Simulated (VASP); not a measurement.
# BN (F-43m) in VASP: a series of runs

The runs below take BN through single point, with PBEsol, revPBE, r2SCAN.

All numbers are computed with VASP 6.6.1; they aren't measurements. Logs are shortened: lines on timing, memory, paths and dates and some standing lists are left out, and cuts for length are marked.

## 1. The cell of the first run

It takes space group F-43m (No. 216, cubic). The conventional cell has a = 3.615 Å, b = 3.615 Å, c = 3.615 Å, α = 90.00°, β = 90.00°, γ = 90.00°. Within 2.1 Å of B (site symmetry -43m) lie 4 N at 1.57 Å. N (site symmetry -43m) has 4 B at 1.57 Å within 2.1 Å.

## 2. Single point, PBEsol

File INCAR:

```
SYSTEM = BN
PREC = Accurate
ENCUT = 600
EDIFF = 1E-6
ISMEAR = 0
SIGMA = 0.01
LREAL = .False.
LASPH = .True.
NELM = 120
ALGO = Normal
ISIF = 2
LWAVE = .False.
LCHARG = .False.
GGA = PS
NBANDS = 11
GGA_COMPAT = .False.
```

File KPOINTS:

```
regular mesh
0
Gamma
  7 7 7
  0 0 0
```

File POSCAR:

```
BN
1.0
    0.0000000000      1.8075000000      1.8075000000
    1.8075000000      0.0000000000      1.8075000000
    1.8075000000      1.8075000000      0.0000000000
B N
1 1
Direct
    0.0000000000      0.0000000000      0.0000000000
    0.7500000000      0.7500000000      0.7500000000
```

Potentials or basis: VASP PAW PBE potentials, release 64 (B, N).

Launch:

```
$ cat potpaw_PBE.64/B/POTCAR potpaw_PBE.64/N/POTCAR > POTCAR
$ mpirun -np 1 vasp_std > vasp.out
```

OUTCAR:

```text
SYSTEM = BN
   PREC = Accurate
   ENCUT = 600
   EDIFF = 1E-6
   ISMEAR = 0
   LREAL = .False.
   LASPH = .True.
   NELM = 120
   ISIF = 2
   GGA = PS

 ion  position               nearest neighbor table
   1  0.000  0.000  0.000-   2 1.57   2 1.57   2 1.57   2 1.57
   2  0.750  0.750  0.750-   1 1.57   1 1.57   1 1.57   1 1.57

  LATTYP: Found a face centered cubic cell.
 ALAT       =     3.6150000000

  Lattice vectors:

 A1 = (   0.0000000000,   1.8075000000,   1.8075000000)
 A2 = (   1.8075000000,   0.0000000000,   1.8075000000)
 A3 = (   1.8075000000,   1.8075000000,   0.0000000000)

Analysis of symmetry for initial positions (statically):
=====================================================================
 Subroutine PRICEL returns:
 Original cell was already a primitive cell.

 Routine SETGRP: Setting up the symmetry group for a
 face centered cubic supercell.

 Subroutine GETGRP returns: Found 24 space group operations
 (whereof 24 operations were pure point group operations)
 out of a pool of 48 trial point group operations.

The static configuration has the point symmetry T_d .

Analysis of symmetry for dynamics (positions and initial velocities):
=====================================================================
 Subroutine PRICEL returns:
 Original cell was already a primitive cell.

 Routine SETGRP: Setting up the symmetry group for a
 face centered cubic supercell.

 Subroutine GETGRP returns: Found 24 space group operations
 (whereof 24 operations were pure point group operations)
 out of a pool of 48 trial point group operations.

The dynamic configuration has the point symmetry T_d .

 Subroutine INISYM returns: Found 24 space group operations
 (whereof 24 operations are pure point group operations),
 and found     1 'primitive' translations

----------------------------------------------------------------------------------------

                                     Primitive cell

  volume of cell :      11.8104

  direct lattice vectors                    reciprocal lattice vectors
     0.000000000  1.807500000  1.807500000    -0.276625173  0.276625173  0.276625173
     1.807500000  0.000000000  1.807500000     0.276625173 -0.276625173  0.276625173
     1.807500000  1.807500000  0.000000000     0.276625173  0.276625173 -0.276625173

  length of vectors
     2.556191014  2.556191014  2.556191014     0.479128854  0.479128854  0.479128854

  position of ions in fractional coordinates (direct lattice)
     0.000000000  0.000000000  0.000000000
[... 80 lines left out ...]
   ISYM   =      2    0-nonsym 1-usesym 2-fastsym
   POTIM  = 0.5000    time-step for ionic-motion
   TEBEG  =    0.0;   TEEND  =   0.0 temperature during run
   PSTRESS=    0.0 pullay stress
   NELECT =       8.0000    total number of electrons
   NUPDOWN=      -1.0000    fix difference up-down
   EMIN   =  10.00;   EMAX   =-10.00  energy-range for DOS
   EFERMI =   0.00;   METHOD = LEGACY
   ISMEAR =     0;   SIGMA  =   0.01  broadening in eV -4-tet -1-fermi 0-gaus
   EFERMI_NEDOS =   21; number of points for ismear=-14 and -15
   IALGO  =     38    algorithm
   IMIX   =      4    mixing-type and parameters
     AMIX     =   0.40;   BMIX     =  1.00
     AMIX_MAG =   1.60;   BMIX_MAG =  1.00
  volume/ion in A,a.u.               =       5.91        39.85
  Fermi-wavevector in a.u.,A,eV,Ry     =   1.437749  2.716952 28.124920  2.067123
  Thomas-Fermi vector in A             =   2.556793
   LORBIT       =      0    0 simple, 1 ext, 2 COOP (PROOUT), +10 PAW based schemes
   GGA     = PS    functional components
   LHFCALC =     F    Hartree Fock is set to
   AEXX    =    0.0000 exact exchange contribution
   IVDW    =     0    specifies the selected vdW correction
   LEPSILON=     F    determine dielectric tensor
   LRPA    =     F    only Hartree local field effects (RPA)
 non-spin polarized calculation
 Gauss-broadening in eV      SIGMA  =   0.01
  energy-cutoff  :      600.00
  volume of cell :       11.81
 maximum number of plane-waves:       411
   NGX = 11   NGY = 11   NGZ = 11

 number of electron       7.9999999 magnetization

 Free energy of the ion-electron system (eV)
  ---------------------------------------------------
  ext. energy  EPLUGINS =         0.00000000
  ---------------------------------------------------
  free energy    TOTEN  =       -18.34924697 eV

  energy without entropy =      -18.34924697  energy(sigma->0) =      -18.34924697

 E-fermi :   7.5366     XC(G=0): -13.0161

 val. band max:        7.3632516768   @ k =   0.0000   0.0000   0.0000
 cond. band min:      11.8982950290   @ k =   0.4286   0.4286   0.0000
 fundamental gap:      4.5350433522
 Fermi energy:         7.5365814361

 k-point     1 :       0.0000    0.0000    0.0000
  band No.  band energies     occupation
      1     -12.8901      2.00000
      2       7.3633      2.00000
      3       7.3633      2.00000
      4       7.3633      2.00000
      5      16.1242      0.00000
      6      16.1242      0.00000
      7      16.1242      0.00000
      8      17.6313      0.00000
      9      31.8729      0.00000
     10      35.0500      0.00000
     11      35.0500      0.00000
[... 253 lines left out ...]
 k-point    20 :      -0.2857    0.4286    0.1429
  band No.  band energies     occupation
      1      -7.1011      2.00000
      2      -0.6158      2.00000
      3      -0.1651      2.00000
      4       2.2278      2.00000
      5      16.0543      0.00000
      6      20.4157      0.00000
      7      21.9394      0.00000
      8      23.1869      0.00000
      9      25.8459      0.00000
     10      32.9500      0.00000
     11      35.6341      0.00000

------------------------ aborting loop because EDIFF is reached ----------------------------------------

  FORCE on cell =-STRESS in cart. coord.  units (eV):
  Direction    XX          YY          ZZ          XY          YZ          ZX
  --------------------------------------------------------------------------------------
  -------------------------------------------------------------------------------------
  Total       -0.1937754     -0.1937754     -0.1937754      0.0000000      0.0000000      0.0000000
  in kB      -26.2872012    -26.2872012    -26.2872012      0.0000000      0.0000000      0.0000000
  external PRESSURE =     -26.2872012 kB  Pullay stress =       0.0000000 kB

 VOLUME and BASIS-vectors are now :
 -----------------------------------------------------------------------------
  energy-cutoff  :      600.00
  volume of cell :       11.81
      direct lattice vectors                 reciprocal lattice vectors
     0.000000000  1.807500000  1.807500000    -0.276625173  0.276625173  0.276625173
     1.807500000  0.000000000  1.807500000     0.276625173 -0.276625173  0.276625173
     1.807500000  1.807500000  0.000000000     0.276625173  0.276625173 -0.276625173

 POSITION                                       TOTAL-FORCE (eV/Angst)
 -----------------------------------------------------------------------------------
      0.00000      0.00000      0.00000         0.000000      0.000000      0.000000
      2.71125      2.71125      2.71125        -0.000000     -0.000000     -0.000000
 -----------------------------------------------------------------------------------
    total drift:                               -0.000000     -0.000000     -0.000000

  FREE ENERGIE OF THE ION-ELECTRON SYSTEM (eV)
  ---------------------------------------------------
  free  energy   TOTEN  =       -18.3492469705 eV

  energy  without entropy=      -18.3492469705  energy(sigma->0) =      -18.34924697
```

OSZICAR:

```text
N       E                     dE             d eps       ncg     rms          rms(c)
DAV:   1     0.160469605193E+02    0.16047E+02   -0.54612E+03   448   0.812E+02
DAV:   2    -0.184618810617E+02   -0.34509E+02   -0.33589E+02   521   0.190E+02
DAV:   3    -0.192940574981E+02   -0.83218E+00   -0.83040E+00   524   0.247E+01
DAV:   4    -0.192952413835E+02   -0.11839E-02   -0.11839E-02   479   0.999E-01
DAV:   5    -0.192952424138E+02   -0.10304E-05   -0.10304E-05   494   0.314E-02    0.653E+00
DAV:   6    -0.184529328653E+02    0.84231E+00   -0.26703E+00   467   0.984E+00    0.323E+00
DAV:   7    -0.183696894560E+02    0.83243E-01   -0.99542E-02   515   0.254E+00    0.186E+00
DAV:   8    -0.183492297447E+02    0.20460E-01   -0.32919E-02   494   0.125E+00    0.178E-01
DAV:   9    -0.183492244877E+02    0.52571E-05   -0.86270E-04   464   0.253E-01    0.796E-02
DAV:  10    -0.183492450073E+02   -0.20520E-04   -0.65500E-05   494   0.774E-02    0.133E-02
DAV:  11    -0.183492468943E+02   -0.18870E-05   -0.42464E-06   493   0.161E-02    0.839E-03
DAV:  12    -0.183492469705E+02   -0.76214E-07   -0.99265E-07   247   0.712E-03
   1 F= -.18349247E+02 E0= -.18349247E+02  d E =-.164660-134
```

stdout:

```text
POSCAR found type information on POSCAR B N
 POSCAR found :  2 types and       2 ions
 scaLAPACK will be used
 -----------------------------------------------------------------------------
|                                                                             |
|                                                                             |
|     You enforced a specific xc type in the INCAR file but a different       |
|     I HOPE YOU KNOW WHAT YOU ARE DOING!                                     |
|                                                                             |
 -----------------------------------------------------------------------------

 LDA part: xc-table for (Slater+PW92), standard interpolation
 POSCAR, INCAR and KPOINTS ok, starting setup
 FFT: planning ... GRIDC
 FFT: planning ... GRID_SOFT
 FFT: planning ... GRID
 WAVECAR not read
 entering main loop
```

Wall time 2.9 s (1 thread of Intel Xeon Platinum 8488C (Sapphire Rapids), shared host); peak memory 0.11 GiB.

Results:

```
Free energy            : -18.3492 eV
Pressure               : -2.6 GPa
Band gap on the k mesh : 4.54 eV (least direct gap 8.76 eV)
```

Levels at points of the mesh, in eV from the valence-band top:
```csv
k point,band 1,band 2,band 3,band 4,band 5,band 6,band 7,band 8,band 9
"(0.00, 0.00, 0.00)",-20.25,0.00,0.00,0.00,8.76,8.76,8.76,10.27,24.51
```

Caveat: the k points lie up to 0.43 Å⁻¹ apart; the PAW data sets were made with another functional, which shifts forces and pressure a little; an odd mesh through Γ misses points on the zone boundary, where band edges can lie.

## 3. Single point, revPBE

File INCAR:

```
SYSTEM = BN
PREC     = Accurate       ! precision mode
ENCUT    = 600            ! plane-wave cutoff, eV
EDIFF    = 1E-6           ! SCF threshold, eV
ISMEAR   = 0              ! smearing method
SIGMA    = 0.01           ! smearing width, eV
LREAL    = .FALSE.        ! projectors in reciprocal space
LASPH    = .TRUE.         ! aspherical terms in the spheres
NELM     = 120            ! most SCF steps
ALGO     = Normal         ! electronic algorithm
ISIF     = 2              ! what is computed and relaxed
LWAVE    = .FALSE.        ! write WAVECAR
LCHARG   = .TRUE.         ! write CHGCAR
GGA      = RE             ! functional
LELF     = .TRUE.         ! ELF
LVHAR    = .TRUE.       
NBANDS   = 11             ! bands
GGA_COMPAT= .FALSE.
```

File KPOINTS:

```
Automatic mesh
0
G
  7 7 7
  0 0 0
```

POSCAR is that of step 2.

Potentials or basis: VASP PAW PBE potentials, release 64 (B, N).

Launch:

```
$ cat potpaw_PBE.64/B/POTCAR potpaw_PBE.64/N/POTCAR > POTCAR
$ mpirun -np 1 vasp_std > vasp.out
```

It took 3.7 s on 1 thread of Intel Xeon Platinum 8488C (Sapphire Rapids), shared host; peak memory 0.12 GiB.

The run converged. Its results:

```
Free energy            : -16.7695 eV
Pressure               : 7.6 GPa
Band gap on the k mesh : 4.73 eV (least direct gap 8.86 eV)
```

Levels at points of the mesh, in eV from the valence-band top:
```csv
k point,band 1,band 2,band 3,band 4,band 5,band 6,band 7,band 8,band 9
"(0.00, 0.00, 0.00)",-20.28,0.00,0.00,0.00,8.86,8.86,8.86,10.34,24.85
```

Caveat: the k points lie up to 0.43 Å⁻¹ apart; the PAW data sets were made with another functional, which shifts forces and pressure a little; an odd mesh through Γ misses points on the zone boundary, where band edges can lie. revPBE gaps usually lie below the measured ones, often by a third to a half.

## 4. Single point, r2SCAN

POSCAR is that of step 3.

File INCAR.step1:

```
SYSTEM = BN
ALGO = Normal
EDIFF = 1E-5
ENCUT = 660
GGA = PE
GGA_COMPAT = .FALSE.
ISMEAR = 0
LASPH = .TRUE.
LCHARG = .FALSE.
LREAL = .FALSE.
LWAVE = .TRUE.
NBANDS = 11
NELM = 120
PREC = Accurate
SIGMA = 0.01
```

File INCAR.step2:

```
SYSTEM = BN
ALGO = Normal
EDIFF = 1E-6
ENCUT = 660
GGA_COMPAT = .FALSE.
ISIF = 2
ISMEAR = 0
ISTART = 1
LASPH = .TRUE.
LCHARG = .TRUE.
LELF = .TRUE.
LMIXTAU = .TRUE.
LREAL = .FALSE.
LVHAR = .TRUE.
LWAVE = .FALSE.
METAGGA = R2SCAN
NBANDS = 11
NELM = 120
PREC = Accurate
SIGMA = 0.01
```

File KPOINTS:

```
k-points
0
G
  7 7 7
  0 0 0
```

Launch:

```
$ cat potpaw_PBE.64/B/POTCAR potpaw_PBE.64/N/POTCAR > POTCAR
$ cp INCAR.step1 INCAR
$ mpirun -np 1 vasp_std > vasp.out
$ cp INCAR.step2 INCAR
$ mpirun -np 1 vasp_std > vasp.out
```

Wall time 13 s (1 thread of Intel Xeon Platinum 8488C (Sapphire Rapids), shared host); peak memory 0.13 GiB.

The run converged. Its results:

```yaml
Free_energy: -19.1740 eV
Pressure: -0.5 GPa
Band_gap_on_the_k_mesh: 5.24 eV (least direct gap 9.53 eV)
```

Levels at points of the mesh, in eV from the valence-band top:
```csv
k point,band 2,band 3,band 4,band 5,band 6,band 7
"(0.00, 0.00, 0.00)",0.00,0.00,0.00,9.53,9.53,9.53
```

Caveat: the k points lie up to 0.43 Å⁻¹ apart; the PAW data sets were made with another functional, which shifts forces and pressure a little; an odd mesh through Γ misses points on the zone boundary, where band edges can lie.

## 5. The runs side by side

| level | cutoff (eV) | gap on the mesh (eV) | pressure (GPa) |
| --- | --- | --- | --- |
| PBEsol | 600 | 4.54 | -2.6 |
| revPBE | 600 | 4.73 | 7.6 |
| r2SCAN | 660 | 5.24 | -0.5 |

Alike in all rows: task single point; potentials or basis VASP PAW PBE potentials, release 64 (B, N); no spin polarisation; cell as given; k mesh 7 × 7 × 7; smearing gaussian 0.01 eV.

Caveats: all runs use coarse meshes; the PAW data sets were made with another functional, which shifts forces and pressure a little; an odd mesh through Γ misses points on the zone boundary, where band edges can lie.

Total energies depend on the potentials used, so only differences within one code and one set of settings carry meaning.
